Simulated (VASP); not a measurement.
# CaS (Fm-3m) in VASP: further runs

CaS is run at these levels: PBEsol; tasks: elastic constants.

Everything below comes from runs of VASP 6.6.1. Logs are shortened: lines on timing, memory, paths and dates and some standing lists are left out, and cuts for length are marked.

### Step 1. The cell of the first run

It takes space group Fm-3m (No. 225, cubic). Conventional cell: a = 5.321 Å, b = 5.321 Å, c = 5.321 Å, α = 90.00°, β = 90.00°, γ = 90.00°. Ca (site symmetry m-3m) has 6 S at 2.66 Å within 3.5 Å. Within 3.5 Å of S (site symmetry m-3m) lie 6 Ca at 2.66 Å.

### Step 2. Elastic constants, PBEsol

INCAR

```
SYSTEM = CaS
ALGO = Normal ; EDIFF = 1E-8
ENCUT = 500 ; GGA = PS
GGA_COMPAT = .False. ; IBRION = 6
ISIF = 3 ; ISMEAR = 0
LASPH = .True. ; LCHARG = .False.
LREAL = .False. ; LWAVE = .False.
NBANDS = 15 ; NELM = 120
NFREE = 2 ; NSW = 1
POTIM = 0.015 ; PREC = Accurate
SIGMA = 0.01
```

KPOINTS

```
k-points
0
Gamma
  8 8 8
  0 0 0
```

POSCAR

```
CaS
1.0
    0.0000000000      2.6605877206      2.6605877206
    2.6605877206      0.0000000000      2.6605877206
    2.6605877206      2.6605877206      0.0000000000
Ca S
1 1
Direct
    0.0000000000      0.0000000000      0.0000000000
    0.5000000000      0.5000000000      0.5000000000
```

Potentials or basis: VASP PAW PBE potentials, release 64 (Ca_sv, S).

The run is started by

```console
$ cat potpaw_PBE.64/Ca_sv/POTCAR potpaw_PBE.64/S/POTCAR > POTCAR
$ mpirun -np 1 vasp_std > vasp.out
```

OUTCAR:

```text
SYSTEM = CaS
   EDIFF = 1E-8
   ENCUT = 500
   GGA = PS
   IBRION = 6
   ISIF = 3
   ISMEAR = 0
   LASPH = .True.
   LREAL = .False.
   NELM = 120
   NFREE = 2
   NSW = 1
   POTIM = 0.015
   PREC = Accurate

 ion  position               nearest neighbor table
   1  0.000  0.000  0.000-   2 2.66   2 2.66   2 2.66   2 2.66   2 2.66   2 2.66
   2  0.500  0.500  0.500-   1 2.66   1 2.66   1 2.66   1 2.66   1 2.66   1 2.66

  LATTYP: Found a face centered cubic cell.
 ALAT       =     5.3211754412

  Lattice vectors:

 A1 = (   0.0000000000,   2.6605877206,   2.6605877206)
 A2 = (   2.6605877206,   0.0000000000,   2.6605877206)
 A3 = (   2.6605877206,   2.6605877206,   0.0000000000)

Analysis of symmetry for initial positions (statically):
=====================================================================
 Subroutine PRICEL returns:
 Original cell was already a primitive cell.

 Routine SETGRP: Setting up the symmetry group for a
 face centered cubic supercell.

 Subroutine GETGRP returns: Found 48 space group operations
 (whereof 48 operations were pure point group operations)
 out of a pool of 48 trial point group operations.

The static configuration has the point symmetry O_h .

Analysis of symmetry for dynamics (positions and initial velocities):
=====================================================================
 Subroutine PRICEL returns:
 Original cell was already a primitive cell.

 Routine SETGRP: Setting up the symmetry group for a
 face centered cubic supercell.

 Subroutine GETGRP returns: Found 48 space group operations
 (whereof 48 operations were pure point group operations)
 out of a pool of 48 trial point group operations.

The dynamic configuration has the point symmetry O_h .

 Subroutine INISYM returns: Found 48 space group operations
[... 764 lines left out ...]
      4     -15.2466      2.00000
      5      -6.5486      2.00000
      6       0.9361      2.00000
      7       2.3081      2.00000
      8       2.6633      2.00000
      9       9.3779      0.00000
     10       9.7767      0.00000
     11      11.3494      0.00000
     12      11.9127      0.00000
     13      12.1650      0.00000
     14      13.1424      0.00000
     15      15.0674      0.00000

 [... further k-points ...]

------------------------ aborting loop because EDIFF is reached ----------------------------------------

  FORCE on cell =-STRESS in cart. coord.  units (eV):
  Direction    XX          YY          ZZ          XY          YZ          ZX
  --------------------------------------------------------------------------------------
  -------------------------------------------------------------------------------------
  Total        3.6182245      3.6091002      3.6091002      0.0000000      0.0000000      0.0000000
  in kB      153.9016780    153.5135732    153.5135732      0.0000000      0.0000000      0.0000000
  external PRESSURE =     153.6429415 kB  Pullay stress =       0.0000000 kB
[... 17 lines left out ...]
  FREE ENERGIE OF THE ION-ELECTRON SYSTEM (eV)
  ---------------------------------------------------
  free  energy   TOTEN  =       -10.6161836574 eV

  energy  without entropy=      -10.6161836574  energy(sigma->0) =      -10.61618366

 INTERNAL STRAIN TENSORS FROM STRAINED CELLS
 ============================================

 INTERNAL STRAIN TENSOR FOR ION    1 for displacements in x,y,z  (eV/Angst):
          X           Y           Z          XY          YZ          ZX
  --------------------------------------------------------------------------------
  x     0.00000     0.00000     0.00000     0.00000    -0.00000    -0.00000
  y     0.00000    -0.00000     0.00000     0.00000     0.00000    -0.00000
  z    -0.00000     0.00000     0.00000     0.00000    -0.00000     0.00000

 INTERNAL STRAIN TENSORS FROM DISPLACED ATOMS
 ============================================

 INTERNAL STRAIN TENSOR FOR ION    1 for displacements in x,y,z  (eV/Angst):
          X           Y           Z          XY          YZ          ZX
  --------------------------------------------------------------------------------
  x     0.00000     0.00000     0.00000     0.00000     0.00000     0.00000
  y     0.00000     0.00000     0.00000     0.00000     0.00000     0.00000
  z     0.00000     0.00000     0.00000     0.00000     0.00000     0.00000

 INTERNAL STRAIN TENSOR FOR ION    2 for displacements in x,y,z  (eV/Angst):
          X           Y           Z          XY          YZ          ZX
  --------------------------------------------------------------------------------
  x     0.00000     0.00000     0.00000     0.00000     0.00000     0.00000
  y     0.00000     0.00000     0.00000     0.00000     0.00000     0.00000
  z     0.00000     0.00000     0.00000     0.00000     0.00000     0.00000

 Eigenvectors and eigenvalues of the dynamical matrix
 ----------------------------------------------------

   1 f  =    9.563241 THz    60.087616 2PiTHz  318.995384 cm-1    39.550369 meV
             X         Y         Z           dx          dy          dz
      0.000000  0.000000  0.000000     0.000000    0.666771    0.000000
      2.660588  2.660588  2.660588     0.000000   -0.745262    0.000000
[... 21 lines left out ...]
   6 f/i=    0.001077 THz     0.006767 2PiTHz    0.035924 cm-1     0.004454 meV
             X         Y         Z           dx          dy          dz
      0.000000  0.000000  0.000000     0.000000    0.000000    0.745262
      2.660588  2.660588  2.660588     0.000000    0.000000    0.666771

--------------------------------------------------------------------------------------------------------

 ELASTIC MODULI CONTR FROM IONIC RELAXATION (kBar)
 Direction    XX          YY          ZZ          XY          YZ          ZX
 --------------------------------------------------------------------------------
 XX           0.0000      0.0000      0.0000      0.0000      0.0000      0.0000
 YY           0.0000      0.0000      0.0000      0.0000      0.0000      0.0000
 ZZ           0.0000      0.0000      0.0000      0.0000      0.0000      0.0000
 XY           0.0000      0.0000      0.0000      0.0000      0.0000      0.0000
 YZ           0.0000      0.0000      0.0000      0.0000      0.0000      0.0000
 ZX           0.0000      0.0000      0.0000      0.0000      0.0000      0.0000
 --------------------------------------------------------------------------------

 TOTAL ELASTIC MODULI (kBar)
 Direction    XX          YY          ZZ          XY          YZ          ZX
 --------------------------------------------------------------------------------
 XX        2717.6793    213.2697    213.2697      0.0000     -0.0000     -0.0000
 YY         213.2697   2717.6793    213.2697      0.0000     -0.0000      0.0000
 ZZ         213.2697    213.2697   2717.6793      0.0000     -0.0000      0.0000
 XY           0.0000      0.0000      0.0000    331.6009      0.0000     -0.0000
 YZ          -0.0000     -0.0000     -0.0000      0.0000    331.6009      0.0000
 ZX          -0.0000      0.0000      0.0000     -0.0000      0.0000    331.6009
 --------------------------------------------------------------------------------
```

It took 4.5 min on 1 thread of Intel Xeon 6975P-C (Granite Rapids), shared host; peak memory 0.28 GiB.

What came out:

| Quantity | Value |
| --- | --- |
| Elastic constants C11, C12, C44 | 272, 21, 33 GPa |
| Voigt bulk modulus | 105 GPa |
| Highest phonon frequency at Γ, LO-TO splitting left out | 319 cm⁻¹ |

Phonon frequencies in cm⁻¹ (negative: imaginary):
```tsv
q point	frequencies
(0.000, 0.000, 0.000)	0 0 0 319 319 319
```

Elastic tensor in Voigt notation (GPa, in the Cartesian axes of the cell as first typed):
```
272  21  21   0   0   0
 21 272  21   0   0   0
 21  21 272   0   0   0
  0   0   0  33   0   0
  0   0   0   0  33   0
  0   0   0   0   0  33
```

Clamped-ion elastic tensor (GPa):
```
272  21  21   0   0   0
 21 272  21   0   0   0
 21  21 272   0   0   0
  0   0   0  33   0   0
  0   0   0   0  33   0
  0   0   0   0   0  33
```

Caveat: the cell is under stress, which shifts elastic constants; the PAW data sets were made with another functional, which shifts forces and pressure a little.

### Step 3. Elastic constants, PBEsol

This run uses another cell than the first one, of 19.72 Å³/atom.

INCAR

```
PREC     = Accurate       # precision mode
ENCUT    = 500            # plane-wave cutoff, eV
EDIFF    = 1E-8           # SCF threshold, eV
ISMEAR   = 0              # smearing method
SIGMA    = 0.01           # smearing width, eV
LREAL    = F              # projectors in reciprocal space
LASPH    = T              # aspherical terms in the spheres
NELM     = 120            # most SCF steps
ALGO     = Normal         # electronic algorithm
ISIF     = 3              # what is computed and relaxed
LWAVE    = F              # write WAVECAR
LCHARG   = T              # write CHGCAR
GGA      = PS             # functional
NBANDS   = 15             # bands
IBRION   = 6              # ionic algorithm
NFREE    = 2            
POTIM    = 0.015          # step
NSW      = 1              # ionic steps
GGA_COMPAT= F
```

KPOINTS

```
regular mesh
0
Gamma
  8 8 8
```

POSCAR

```
CaS
1.0
    0.0000000000      2.7014847098      2.7014847098
    2.7014847098      0.0000000000      2.7014847098
    2.7014847098      2.7014847098      0.0000000000
Ca S
1 1
Direct
    0.0000000000      0.0000000000      0.0000000000
    0.5000000000      0.5000000000      0.5000000000
```

Potentials or basis: VASP PAW PBE potentials, release 64 (Ca_sv, S).

The run is started by

```console
$ cat potpaw_PBE.64/Ca_sv/POTCAR potpaw_PBE.64/S/POTCAR > POTCAR
$ mpirun -np 1 vasp_std > vasp.out
```

Run time: 4.8 min. Hardware: 1 thread of Intel Xeon 6975P-C (Granite Rapids), shared host; peak memory 0.28 GiB.

It converged, with:

| Item | Value |
| --- | --- |
| Elastic constants C11, C12, C44 | 230, 22, 34 GPa |
| Voigt bulk modulus | 92 GPa |
| Highest phonon frequency at Γ, LO-TO splitting left out | 295 cm⁻¹ |

Phonon frequencies in cm⁻¹ (negative: imaginary):
| q point | frequencies |
| --- | --- |
| (0.000, 0.000, 0.000) | 0 0 0 295 295 295 |

Elastic tensor in Voigt notation (GPa, in the Cartesian axes of the cell as first typed):
```
230  22  22   0   0   0
 22 230  22   0   0   0
 22  22 230   0   0   0
  0   0   0  34   0   0
  0   0   0   0  34   0
  0   0   0   0   0  34
```

Clamped-ion elastic tensor (GPa):
```
230  22  22   0   0   0
 22 230  22   0   0   0
 22  22 230   0   0   0
  0   0   0  34   0   0
  0   0   0   0  34   0
  0   0   0   0   0  34
```

Caveat: the cell is under stress, which shifts elastic constants; the PAW data sets were made with another functional, which shifts forces and pressure a little.

### Step 4. Elastic constants, PBEsol

This run uses another cell than the first one, of 20.36 Å³/atom.

INCAR

```
SYSTEM = CaS
  PREC = Accurate
  ENCUT = 500
  EDIFF = 1E-8
  ISMEAR = 0
  SIGMA = 0.01
  LREAL = .FALSE.
  LASPH = .TRUE.
  NELM = 120
  ALGO = Normal
  ISIF = 3
  LWAVE = .FALSE.
  LCHARG = .FALSE.
  GGA = PS
  IBRION = 6
  NFREE = 2
  POTIM = 0.015
  NSW = 1
  GGA_COMPAT = .FALSE.
```

KPOINTS

```
regular mesh
0
G
  8 8 8
  0 0 0
```

POSCAR

```
CaS
1.0
    0.0000000000      2.7305359021      2.7305359021
    2.7305359021      0.0000000000      2.7305359021
    2.7305359021      2.7305359021      0.0000000000
Ca S
1 1
Direct
    0.0000000000      0.0000000000      0.0000000000
    0.5000000000      0.5000000000      0.5000000000
```

The run is started by

```console
$ cat potpaw_PBE.64/Ca_sv/POTCAR potpaw_PBE.64/S/POTCAR > POTCAR
$ mpirun -np 1 vasp_std > vasp.out
```

Run time: 4.1 min. Hardware: 1 thread of Intel Xeon 6975P-C (Granite Rapids), shared host; peak memory 0.27 GiB.

Results (log left out):

| Property | Result |
| --- | --- |
| Elastic constants C11, C12, C44 | 204, 23, 34 GPa |
| Voigt bulk modulus | 83 GPa |
| Highest phonon frequency at Γ, LO-TO splitting left out | 279 cm⁻¹ |

Phonon frequencies in cm⁻¹ (negative: imaginary):
```tsv
q point	frequencies
(0.000, 0.000, 0.000)	0 0 0 279 279 279
```

Elastic tensor in Voigt notation (GPa, in the Cartesian axes of the cell as first typed):
```
204  23  23   0   0   0
 23 204  23   0   0   0
 23  23 204   0   0   0
  0   0   0  34   0   0
  0   0   0   0  34   0
  0   0   0   0   0  34
```

Clamped-ion elastic tensor (GPa):
```
204  23  23   0   0   0
 23 204  23   0   0   0
 23  23 204   0   0   0
  0   0   0  34   0   0
  0   0   0   0  34   0
  0   0   0   0   0  34
```

Caveat: the cell is under stress, which shifts elastic constants; the PAW data sets were made with another functional, which shifts forces and pressure a little.

### Step 5. Elastic constants, PBEsol

This run uses another cell than the first one, of 21.10 Å³/atom.

Changes to INCAR since step 4:

```diff
@@ -12,3 +12,3 @@
   LWAVE = .FALSE.
-  LCHARG = .FALSE.
+  LCHARG = .TRUE.
   GGA = PS
```

KPOINTS

```
Automatic mesh
0
G
  8 8 8
  0 0 0
```

POSCAR

```
CaS
1.0
    0.0000000000      2.7632396212      2.7632396212
    2.7632396212      0.0000000000      2.7632396212
    2.7632396212      2.7632396212      0.0000000000
Ca S
1 1
Direct
    0.0000000000      0.0000000000      0.0000000000
    0.5000000000      0.5000000000      0.5000000000
```

The run is started by

```console
$ cat potpaw_PBE.64/Ca_sv/POTCAR potpaw_PBE.64/S/POTCAR > POTCAR
$ mpirun -np 1 vasp_std > vasp.out
```

It took 4.1 min on 1 thread of Intel Xeon 6975P-C (Granite Rapids), shared host; peak memory 0.28 GiB.

The run converged. Its results:

```yaml
Elastic_constants_C11_C12_C44: 178, 23, 34 GPa
Voigt_bulk_modulus: 75 GPa
Highest_phonon_frequency_at_Γ_LO-TO_splitting_left_out: 261 cm⁻¹
```

Phonon frequencies in cm⁻¹ (negative: imaginary):
```
              q point        frequencies
(0.000, 0.000, 0.000)  0 0 0 261 261 261
```

Elastic tensor in Voigt notation (GPa, in the Cartesian axes of the cell as first typed):
```
178  23  23   0   0   0
 23 178  23   0   0   0
 23  23 178   0   0   0
  0   0   0  34   0   0
  0   0   0   0  34   0
  0   0   0   0   0  34
```

Clamped-ion elastic tensor (GPa):
```
178  23  23   0   0   0
 23 178  23   0   0   0
 23  23 178   0   0   0
  0   0   0  34   0   0
  0   0   0   0  34   0
  0   0   0   0   0  34
```

Caveat: the cell is under stress, which shifts elastic constants; the PAW data sets were made with another functional, which shifts forces and pressure a little.

### Step 6. Elastic constants, PBEsol

This run uses another cell than the first one, of 21.67 Å³/atom.

INCAR

```
SYSTEM = CaS
ALGO = Normal
EDIFF = 1E-8
ENCUT = 500
GGA = PS
GGA_COMPAT = .False.
IBRION = 6
ISIF = 3
ISMEAR = 0
LASPH = .True.
LCHARG = .False.
LREAL = .False.
LWAVE = .False.
NELM = 120
NFREE = 2
NSW = 1
POTIM = 0.015
PREC = Accurate
SIGMA = 0.01
```

KPOINTS

```
k-points
0
Gamma
  8 8 8
  0 0 0
```

POSCAR

```
CaS
1.0
    0.0000000000      2.7881201054      2.7881201054
    2.7881201054      0.0000000000      2.7881201054
    2.7881201054      2.7881201054      0.0000000000
Ca S
1 1
Direct
    0.0000000000      0.0000000000      0.0000000000
    0.5000000000      0.5000000000      0.5000000000
```

Potentials or basis: VASP PAW PBE potentials, release 64 (Ca_sv, S).

The run is started by

```console
$ cat potpaw_PBE.64/Ca_sv/POTCAR potpaw_PBE.64/S/POTCAR > POTCAR
$ mpirun -np 1 vasp_std > vasp.out
```

Wall time 6.3 min (1 thread of Intel Xeon 6975P-C (Granite Rapids), shared host); peak memory 0.28 GiB.

Results (log left out):

```yaml
Elastic_constants_C11_C12_C44: 160, 23, 34 GPa
Voigt_bulk_modulus: 69 GPa
Highest_phonon_frequency_at_Γ_LO-TO_splitting_left_out: 247 cm⁻¹
```

Phonon frequencies in cm⁻¹ (negative: imaginary):
```tsv
q point	frequencies
(0.000, 0.000, 0.000)	0 0 0 247 247 247
```

Elastic tensor in Voigt notation (GPa, in the Cartesian axes of the cell as first typed):
```
160  23  23   0   0   0
 23 160  23   0   0   0
 23  23 160   0   0   0
  0   0   0  34   0   0
  0   0   0   0  34   0
  0   0   0   0   0  34
```

Clamped-ion elastic tensor (GPa):
```
160  23  23   0   0   0
 23 160  23   0   0   0
 23  23 160   0   0   0
  0   0   0  34   0   0
  0   0   0   0  34   0
  0   0   0   0   0  34
```

Caveat: the cell is under stress, which shifts elastic constants; the PAW data sets were made with another functional, which shifts forces and pressure a little.
